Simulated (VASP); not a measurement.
A run of VASP 6.6.1:

INCAR

```
ALGO = Fast
EDIFF = 1E-6
ENCUT = 520
GGA = PS
ISIF = 2
ISMEAR = 0
LASPH = True
LCHARG = False
LREAL = False
LWAVE = False
NBANDS = 19
NELM = 80
PREC = Accurate
SIGMA = 0.15
```

Contents of KPOINTS:

```
k-points
0
Gamma
  12 12 12
```

File POSCAR:

```
YIn
1.0
    3.8100000000      0.0000000000      0.0000000000
    0.0000000000      3.7338000000      0.0000000000
    0.0000000000      0.0000000000      3.8100000000
Y In
1 1
Direct
    0.5000000000      0.5000000000      0.5000000000
    0.0000000000      0.0000000000      0.0000000000
```

Potentials or basis: VASP PAW PBE potentials, release 64 (Y_sv, In_d).

Launch:

```sh
$ cat potpaw_PBE.64/Y_sv/POTCAR potpaw_PBE.64/In_d/POTCAR > POTCAR
$ mpirun -np 1 vasp_std > vasp.out
```

Hardware: 1 thread of Intel Xeon 8259CL, with other jobs on the host.

Question: How long does it take, and how much memory?

Answer: Run time: 6.4 min on 1 thread of Intel Xeon 8259CL (shared host), peak memory 0.35 GiB. Counts: scf iterations 23, k points 196.
